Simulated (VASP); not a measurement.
# WC (P-6m2) in VASP: notebook, part 2 of 2

VASP 6.6.1. Earlier steps stand in the parts before.

### Step 4. Relaxation of cell and atoms, PBEsol, target pressure 5 GPa, at which the enthalpy is minimised

This run uses another cell than the first one, of 10.38 Å³/atom.

INCAR reads:

```
SYSTEM = WC
ALGO     = Normal         ! electronic algorithm
EDIFF    = 1E-6           ! SCF threshold, eV
EDIFFG   = -0.005         ! ionic threshold
ENCUT    = 600            ! plane-wave cutoff, eV
GGA      = PS             ! functional
IBRION   = 2              ! ionic algorithm
ISIF     = 3              ! what is computed and relaxed
ISMEAR   = -1             ! smearing method
LASPH    = .TRUE.         ! aspherical terms in the spheres
LCHARG   = .FALSE.        ! write CHGCAR
LREAL    = .FALSE.        ! projectors in reciprocal space
LWAVE    = .FALSE.        ! write WAVECAR
NELM     = 60             ! most SCF steps
NSW      = 80             ! ionic steps
PREC     = Accurate       ! precision mode
PSTRESS  = 50.0         
SIGMA    = 0.05           ! smearing width, eV
```

KPOINTS reads:

```
k-points
0
G
  10 10 9
  0 0 0
```

POSCAR reads:

```
WC
1.0
    2.9065000000      0.0000000000      0.0000000000
   -1.4532500000      2.5171028361      0.0000000000
    0.0000000000      0.0000000000      2.8366000000
W C
1 1
Direct
    0.0000000000      0.0000000000      0.0000000000
    0.6666666667      0.3333333333      0.5000000000
```

Potentials or basis: VASP PAW PBE potentials, release 64 (W_sv, C).

Launch:

```bash
cat potpaw_PBE.64/W_sv/POTCAR potpaw_PBE.64/C/POTCAR > POTCAR
mpirun -np 1 vasp_std > vasp.out
```

OUTCAR:

```text
SYSTEM = WC
   EDIFF = 1E-6
   EDIFFG = -0.005
   ENCUT = 600
   GGA = PS
   IBRION = 2
   ISIF = 3
   ISMEAR = -1
   LASPH = .TRUE.
   LREAL = .FALSE.
   NELM = 60
   NSW = 80
   PREC = Accurate
   PSTRESS = 50.0

 ion  position               nearest neighbor table
   1  0.000  0.000  0.000-   2 2.20   2 2.20   2 2.20   2 2.20   2 2.20   2 2.20
   2  0.667  0.333  0.500-   1 2.20   1 2.20   1 2.20   1 2.20   1 2.20   1 2.20

  LATTYP: Found a hexagonal cell.
 ALAT       =     2.9065000000
 C/A-ratio  =     0.9759504559

  Lattice vectors:

 A1 = (   2.9065000000,   0.0000000000,   0.0000000000)
 A2 = (  -1.4532500000,   2.5171028361,   0.0000000000)
 A3 = (   0.0000000000,   0.0000000000,   2.8366000000)

Analysis of symmetry for initial positions (statically):
=====================================================================
 Subroutine PRICEL returns:
[... 489 lines left out ...]
 cond. band min:      11.1759600457   @ k =   0.1000   0.0000   0.3333
 fundamental gap:      0.1036502007
 Fermi energy:        11.1725030878

 k-point     1 :       0.0000    0.0000    0.0000
  band No.  band energies     occupation
      1     -62.7109      2.00000
      2     -26.7023      2.00000
      3     -26.5865      2.00000
      4     -26.5865      2.00000
      5      -3.3829      2.00000
      6       6.7517      2.00000
      7       7.7807      2.00000
      8       7.7807      2.00000
      9      11.2987      0.14830
     10      14.4924      0.00000
     11      14.4924      0.00000
     12      16.9340      0.00000
     13      16.9340      0.00000
[... 354 lines left out ...]
  band No.  band energies     occupation
      1     -62.6421      2.00000
      2     -27.4005      2.00000
      3     -26.8292      2.00000
      4     -26.6712      2.00000
      5       0.1511      2.00000
      6       4.1766      2.00000
      7       6.8781      2.00000
      8       8.4069      2.00000
      9       9.8838      2.00000
     10      13.8976      0.00000
     11      15.3336      0.00000
     12      16.2668      0.00000
     13      18.3519      0.00000

 [... further k-points ...]
[... 5 lines left out ...]
  --------------------------------------------------------------------------------------
  -------------------------------------------------------------------------------------
  Total        0.6324105      0.6324105      0.6290453      0.0000000      0.0000000     -0.0000000
  in kB       49.6890985     49.6890985     49.4246936      0.0000000      0.0000000     -0.0000000
  external PRESSURE =      -0.3990365 kB  Pullay stress =      50.0000000 kB
[... 21 lines left out ...]
  energy  without entropy=      -23.9002597332  energy(sigma->0) =      -23.90115951

  enthalpy is  TOTEN    =       -23.2656918718 eV   P V=        0.6363674117

 reached required accuracy - stopping structural energy minimisation
```

OSZICAR:

```text
N       E                     dE             d eps       ncg     rms          rms(c)
DAV:   1     0.119909783448E+03    0.11991E+03   -0.10624E+04  1820   0.171E+03
DAV:   2    -0.224752854573E+02   -0.14239E+03   -0.13871E+03  2060   0.408E+02
DAV:   3    -0.267662195737E+02   -0.42909E+01   -0.42515E+01  2221   0.639E+01
DAV:   4    -0.268089459954E+02   -0.42726E-01   -0.42701E-01  2031   0.673E+00
[... 61 lines left out ...]
       N       E                     dE             d eps       ncg     rms          rms(c)
DAV:   1    -0.239021076517E+02    0.31672E-03   -0.12025E-03  1845   0.518E-01    0.107E-01
DAV:   2    -0.239020661106E+02    0.41541E-04   -0.10233E-04  1875   0.131E-01    0.216E-02
DAV:   3    -0.239020600702E+02    0.60405E-05   -0.11381E-05  1945   0.316E-02    0.672E-03
DAV:   4    -0.239020592835E+02    0.78666E-06   -0.27946E-06  1695   0.197E-02
   9 F= -.23265692E+02 E0= -.23264792E+02  d E =-.193152E-05
```

Wall time 2 min (1 thread of Intel Xeon 8259CL, shared host); peak memory 0.17 GiB.

What came out:

```
Free energy                                                : -23.9021 eV
Relaxed volume                                             : 10.20 Å³/atom
Relaxed cell                                               : a = 2.889 Å, b = 2.889 Å, c = 2.820 Å, α = 90.00°, β = 90.00°, γ = 120.00°
Space group after relaxing (to 0.1 Å)                      : P-6m2 (No. 187)
Energy change on relaxing (the run minimises the enthalpy) : +1.4 meV/atom
Ionic steps                                                : 9
Pressure after relaxing                                    : 5.0 GPa
Band gap on the k mesh                                     : zero (bands 9 and 10 overlap by 1.24 eV)
```

Step by step:
```
step  energy change (eV)  largest force (eV/Å)  pressure (GPa)  volume (Å³)
   1              0.0000                0.0000           -2.33        20.75
   2              0.1140                0.0000           30.27        19.36
   3              0.0026                0.0000            4.82        20.40
   4              0.0028                0.0000            4.93        20.40
   5              0.0030                0.0000            5.08        20.39
   6              0.0032                0.0000            5.18        20.38
   7              0.0031                0.0000            5.13        20.39
   8              0.0025                0.0000            4.75        20.40
   9              0.0029                0.0000            4.96        20.39
```

Final structure:
```xyz
2
Lattice="2.8895 0.0000 0.0000 -1.4447 2.5024 0.0000 0.0000 0.0000 2.8202" Properties=species:S:1:pos:R:3 pbc="T T T"
W     0.0000    0.0000    0.0000
C     1.4447    0.8341    1.4101
```

Levels at points of the mesh, in eV from the Fermi level:
| k point | band 6 | band 7 | band 8 | band 9 | band 10 | band 11 | band 12 | band 13 |
| --- | --- | --- | --- | --- | --- | --- | --- | --- |
| (0.00, 0.00, 0.00) | -4.42 | -3.39 | -3.39 | 0.13 | 3.32 | 3.32 | 5.76 | 5.76 |
| (0.50, 0.00, 0.00) | -7.11 | -3.68 | -3.66 | -0.44 | 2.40 | 4.66 | 5.04 | 6.99 |

Caveat: the cell is relaxed towards a set pressure, so the run minimises the enthalpy, not the energy; the PAW data sets were made with another functional, which shifts forces and pressure a little; spin-orbit coupling is left out, which moves the levels of the heavy elements.

### Step 5. Relaxation of cell and atoms, PBEsol, target pressure 10 GPa, at which the enthalpy is minimised

This run uses another cell than the first one, of 10.38 Å³/atom.

INCAR reads:

```
  PREC = Accurate
  ENCUT = 600
  EDIFF = 1E-6
  ISMEAR = -1
  SIGMA = 0.05
  LREAL = False
  LASPH = True
  NELM = 60
  ALGO = Normal
  ISIF = 3
  LWAVE = False
  LCHARG = False
  GGA = PS
  IBRION = 2
  NSW = 80
  EDIFFG = -0.005
  PSTRESS = 100.0
```

KPOINTS reads:

```
Automatic mesh
0
Gamma
  10 10 9
```

POSCAR is that of step 4.

Potentials or basis: VASP PAW PBE potentials, release 64 (W_sv, C).

Launch:

```bash
cat potpaw_PBE.64/W_sv/POTCAR potpaw_PBE.64/C/POTCAR > POTCAR
mpirun -np 1 vasp_std > vasp.out
```

OUTCAR:

```text
PREC = Accurate
   ENCUT = 600
   EDIFF = 1E-6
   ISMEAR = -1
   LREAL = False
   LASPH = True
   NELM = 60
   ISIF = 3
   GGA = PS
   IBRION = 2
   NSW = 80
   EDIFFG = -0.005
   PSTRESS = 100.0

 ion  position               nearest neighbor table
   1  0.000  0.000  0.000-   2 2.20   2 2.20   2 2.20   2 2.20   2 2.20   2 2.20
   2  0.667  0.333  0.500-   1 2.20   1 2.20   1 2.20   1 2.20   1 2.20   1 2.20

  LATTYP: Found a hexagonal cell.
 ALAT       =     2.9065000000
 C/A-ratio  =     0.9759504559

  Lattice vectors:

 A1 = (   2.9065000000,   0.0000000000,   0.0000000000)
 A2 = (  -1.4532500000,   2.5171028361,   0.0000000000)
 A3 = (   0.0000000000,   0.0000000000,   2.8366000000)

Analysis of symmetry for initial positions (statically):
=====================================================================
 Subroutine PRICEL returns:
 Original cell was already a primitive cell.

 Routine SETGRP: Setting up the symmetry group for a
 hexagonal supercell.

 Subroutine GETGRP returns: Found 12 space group operations
 (whereof 12 operations were pure point group operations)
 out of a pool of 24 trial point group operations.

The static configuration has the point symmetry D_3h.

Analysis of symmetry for dynamics (positions and initial velocities):
=====================================================================
 Subroutine PRICEL returns:
 Original cell was already a primitive cell.

 Routine SETGRP: Setting up the symmetry group for a
 hexagonal supercell.

 Subroutine GETGRP returns: Found 12 space group operations
 (whereof 12 operations were pure point group operations)
 out of a pool of 24 trial point group operations.

The dynamic configuration has the point symmetry D_3h.

 Subroutine INISYM returns: Found 12 space group operations
 (whereof 12 operations are pure point group operations),
 and found     1 'primitive' translations

----------------------------------------------------------------------------------------

                                     Primitive cell

  volume of cell :      20.7525

  direct lattice vectors                    reciprocal lattice vectors
     2.906500000  0.000000000  0.000000000     0.344056425  0.198641070  0.000000000
    -1.453250000  2.517102836  0.000000000     0.000000000  0.397282139  0.000000000
     0.000000000  0.000000000  2.836600000     0.000000000  0.000000000  0.352534725

  length of vectors
     2.906500000  2.906500000  2.836600000     0.397282139  0.397282139  0.352534725

  position of ions in fractional coordinates (direct lattice)
     0.000000000  0.000000000  0.000000000
     0.666666667  0.333333333  0.500000000

  ion indices of the primitive-cell ions
   primitive index   ion index
                 1           1
                 2           2

----------------------------------------------------------------------------------------

 KPOINTS: Automatic mesh

Automatic generation of k-mesh.
 Grid dimensions read from file:
 generate k-points for:   10   10    9

 Generating k-lattice:
[... 54 lines left out ...]
   ISTART =      0    job   : 0-new  1-cont  2-samecut
   ICHARG =      2    charge: 1-file 2-atom 10-const
   ISPIN  =      1    spin polarized calculation?
   LNONCOLLINEAR =      F non collinear calculations
   LSORBIT =      F    spin-orbit coupling
   LASPH  =      T    aspherical Exc in radial PAW
   ENCUT  =  600.0 eV  44.10 Ry    6.64 a.u.   5.81  5.81  5.67*2*pi/ulx,y,z
   NELM   =     60;   NELMIN=  2; NELMDL= -5     # of ELM steps
   EDIFF  = 0.1E-05   stopping-criterion for ELM
   LREAL  =      F    real-space projection
   EDIFFG = -.5E-02   stopping-criterion for IOM
   NSW    =     80    number of steps for IOM
   IBRION =      2    ionic relax: 0-MD 1-quasi-New 2-CG
   NFREE  =      1    steps in history (QN), initial steepest desc. (CG)
   ISIF   =      3    stress and relaxation
   ISYM   =      2    0-nonsym 1-usesym 2-fastsym
   POTIM  = 0.5000    time-step for ionic-motion
   TEBEG  =    0.0;   TEEND  =   0.0 temperature during run
   PSTRESS=  100.0 pullay stress
   NELECT =      18.0000    total number of electrons
   NUPDOWN=      -1.0000    fix difference up-down
   EMIN   =  10.00;   EMAX   =-10.00  energy-range for DOS
   EFERMI =   0.00;   METHOD = LEGACY
   ISMEAR =    -1;   SIGMA  =   0.05  broadening in eV -4-tet -1-fermi 0-gaus
   EFERMI_NEDOS =   21; number of points for ismear=-14 and -15
   IALGO  =     38    algorithm
   IMIX   =      4    mixing-type and parameters
     AMIX     =   0.40;   BMIX     =  1.00
     AMIX_MAG =   1.60;   BMIX_MAG =  1.00
  volume/ion in A,a.u.               =      10.38        70.02
  Fermi-wavevector in a.u.,A,eV,Ry     =   1.561262  2.950358 33.164744  2.437540
  Thomas-Fermi vector in A             =   2.664353
   LORBIT       =      0    0 simple, 1 ext, 2 COOP (PROOUT), +10 PAW based schemes
   GGA     = PS    functional components
   LHFCALC =     F    Hartree Fock is set to
   AEXX    =    0.0000 exact exchange contribution
   IVDW    =     0    specifies the selected vdW correction
   LEPSILON=     F    determine dielectric tensor
   LRPA    =     F    only Hartree local field effects (RPA)
 conjugate gradient relaxation of ions
 non-spin polarized calculation
  energy-cutoff  :      600.00
  volume of cell :       20.75
 maximum number of plane-waves:       703
 NGX is ok and might be reduce to    24
   NGX = 11   NGY = 11   NGZ = 11

--------------------------------------- Ionic step        1  -------------------------------------------

 number of electron      18.0000000 magnetization

 Free energy of the ion-electron system (eV)
  ---------------------------------------------------
  ext. energy  EPLUGINS =         0.00000000
  ---------------------------------------------------
  free energy    TOTEN  =       -23.90494398 eV

  energy without entropy =      -23.90315426  energy(sigma->0) =      -23.90404912

------------------------ aborting loop because EDIFF is reached ----------------------------------------

  FORCE on cell =-STRESS in cart. coord.  units (eV):
  Direction    XX          YY          ZZ          XY          YZ          ZX
  --------------------------------------------------------------------------------------
  -------------------------------------------------------------------------------------
  Total       -0.2534341     -0.2534341     -0.3981884     -0.0000000      0.0000000      0.0000000
  in kB      -19.5661864    -19.5661864    -30.7418342     -0.0000000      0.0000000      0.0000000
  external PRESSURE =    -123.2914023 kB  Pullay stress =     100.0000000 kB
[... 97 lines left out ...]
  energy  without entropy=      -23.8910745797  energy(sigma->0) =      -23.89198714

  enthalpy is  TOTEN    =       -22.6327964169 eV   P V=        1.2601032877

[... ionic steps 4 to 7 ...]

--------------------------------------- Ionic step        8  -------------------------------------------

 number of electron      18.0000000 magnetization

------------------------ aborting loop because EDIFF is reached ----------------------------------------
[... 71 lines left out ...]
--------------------------------------- Ionic step       10  -------------------------------------------

 number of electron      18.0000000 magnetization

 Free energy of the ion-electron system (eV)
  ---------------------------------------------------
  ext. energy  EPLUGINS =         0.00000000
  ---------------------------------------------------
  free energy    TOTEN  =       -23.89132548 eV

  energy without entropy =      -23.88950637  energy(sigma->0) =      -23.89041592

 E-fermi :  11.3351     XC(G=0): -14.0890

 val. band max:       11.2338943040   @ k =   0.0000   0.0000   0.3333
 cond. band min:      11.3377976435   @ k =   0.1000   0.0000   0.3333
 fundamental gap:      0.1039033395
 Fermi energy:        11.3351237570

 k-point     1 :       0.0000    0.0000    0.0000
  band No.  band energies     occupation
      1     -62.5230      2.00000
      2     -26.5163      2.00000
      3     -26.3923      2.00000
      4     -26.3923      2.00000
      5      -3.3053      2.00000
      6       6.8482      2.00000
      7       7.9040      2.00000
      8       7.9040      2.00000
      9      11.4569      0.16094
     10      14.7093      0.00000
     11      14.7093      0.00000
     12      17.1592      0.00000
     13      17.1592      0.00000
[... 354 lines left out ...]
  band No.  band energies     occupation
      1     -62.4502      2.00000
      2     -27.2423      2.00000
      3     -26.6456      2.00000
      4     -26.4824      2.00000
      5       0.2724      2.00000
      6       4.2785      2.00000
      7       6.9833      2.00000
      8       8.5372      2.00000
      9      10.0315      2.00000
     10      14.0989      0.00000
     11      15.5615      0.00000
     12      16.5132      0.00000
     13      18.6048      0.00000

 [... further k-points ...]
[... 5 lines left out ...]
  --------------------------------------------------------------------------------------
  -------------------------------------------------------------------------------------
  Total        1.2572623      1.2572623      1.2557423     -0.0000000      0.0000000      0.0000000
  in kB       99.9119961     99.9119961     99.7912047     -0.0000000      0.0000000      0.0000000
  external PRESSURE =      -0.1282677 kB  Pullay stress =     100.0000000 kB
[... 21 lines left out ...]
  energy  without entropy=      -23.8895063681  energy(sigma->0) =      -23.89041592

  enthalpy is  TOTEN    =       -22.6329557789 eV   P V=        1.2583697026

 reached required accuracy - stopping structural energy minimisation
```

OSZICAR:

```text
N       E                     dE             d eps       ncg     rms          rms(c)
DAV:   1     0.119909783448E+03    0.11991E+03   -0.10624E+04  1820   0.171E+03
DAV:   2    -0.224752854573E+02   -0.14239E+03   -0.13871E+03  2060   0.408E+02
DAV:   3    -0.267662195737E+02   -0.42909E+01   -0.42515E+01  2221   0.639E+01
[... 70 lines left out ...]
DAV:   1    -0.238914322270E+02    0.97673E-03   -0.26701E-03  1840   0.774E-01    0.162E-01
DAV:   2    -0.238913405760E+02    0.91651E-04   -0.22339E-04  1870   0.196E-01    0.328E-02
DAV:   3    -0.238913269046E+02    0.13671E-04   -0.25137E-05  1945   0.475E-02    0.995E-03
DAV:   4    -0.238913249960E+02    0.19086E-05   -0.61327E-06  1990   0.290E-02    0.128E-02
DAV:   5    -0.238913254814E+02   -0.48538E-06   -0.43490E-07   930   0.816E-03
  10 F= -.22632956E+02 E0= -.22632046E+02  d E =-.464831E-05
```

Run time: 3.2 min. Hardware: 1 thread of Intel Xeon 8259CL, shared host; peak memory 0.17 GiB.

What came out:

```
Free energy                                                : -23.8913 eV
Relaxed volume                                             : 10.08 Å³/atom
Relaxed cell                                               : a = 2.878 Å, b = 2.878 Å, c = 2.811 Å, α = 90.00°, β = 90.00°, γ = 120.00°
Space group after relaxing (to 0.1 Å)                      : P-6m2 (No. 187)
Energy change on relaxing (the run minimises the enthalpy) : +6.8 meV/atom
Ionic steps                                                : 10
Pressure after relaxing                                    : 10.0 GPa
Band gap on the k mesh                                     : zero (bands 9 and 10 overlap by 1.25 eV)
```

The path:
```tsv
step	energy change (eV)	largest force (eV/Å)	pressure (GPa)	volume (Å³)
1	0.0000	0.0000	-2.33	20.75
2	0.3648	0.0000	58.70	18.45
3	0.0120	0.0000	9.49	20.19
4	0.0132	0.0000	9.88	20.17
5	0.0139	0.0000	10.11	20.16
6	0.0147	0.0000	10.21	20.15
7	0.0141	0.0000	10.16	20.15
8	0.0141	0.0000	10.19	20.15
9	0.0125	0.0000	9.61	20.18
10	0.0136	0.0000	9.99	20.16
```

Final structure:
```
W C
1.0
     2.87760    0.00000    0.00000
    -1.43880    2.49208    0.00000
     0.00000    0.00000    2.81143
W C
1 1
Direct
  0.00000 0.00000 0.00000
  0.66667 0.33333 0.50000
```

Caveat: the cell is relaxed towards a set pressure, so the run minimises the enthalpy, not the energy; the PAW data sets were made with another functional, which shifts forces and pressure a little; spin-orbit coupling is left out, which moves the levels of the heavy elements.

### Step 6. Overview

| task | level | cell | cutoff (eV) | gap on the mesh (eV) | pressure (GPa) |
| --- | --- | --- | --- | --- | --- |
| single point | PBE | a = 2.926, b = 2.926, c = 2.855 Å, angles 90.0, 90.0, 120.0°, 2 atoms | 520 | none | -1.2 |
| relaxation of cell and atoms | PBEsol | relaxed from a = 2.906, b = 2.907, c = 2.837 Å, angles 90.0, 90.0, 120.0°, 2 atoms | 600 | none | 0.0 |
| relaxation of cell and atoms | PBEsol | relaxed to 5 GPa from a = 2.906, b = 2.907, c = 2.837 Å, angles 90.0, 90.0, 120.0°, 2 atoms | 600 | none | 5.0 |
| relaxation of cell and atoms | PBEsol | relaxed to 10 GPa from a = 2.906, b = 2.907, c = 2.837 Å, angles 90.0, 90.0, 120.0°, 2 atoms | 600 | none | 10.0 |

Alike in all rows: potentials or basis VASP PAW PBE potentials, release 64 (W_sv, C); no spin polarisation; k mesh 10 × 10 × 9; smearing fermi-dirac 0.05 eV.

Caveats: spin-orbit coupling is left out, which moves the levels of the heavy elements; the PAW data sets were made with another functional, which shifts forces and pressure a little (at least some runs); the cell is relaxed towards a set pressure, so the run minimises the enthalpy, not the energy (at least some runs).

Total energies depend on the potentials used, so only differences within one code and one set of settings carry meaning.
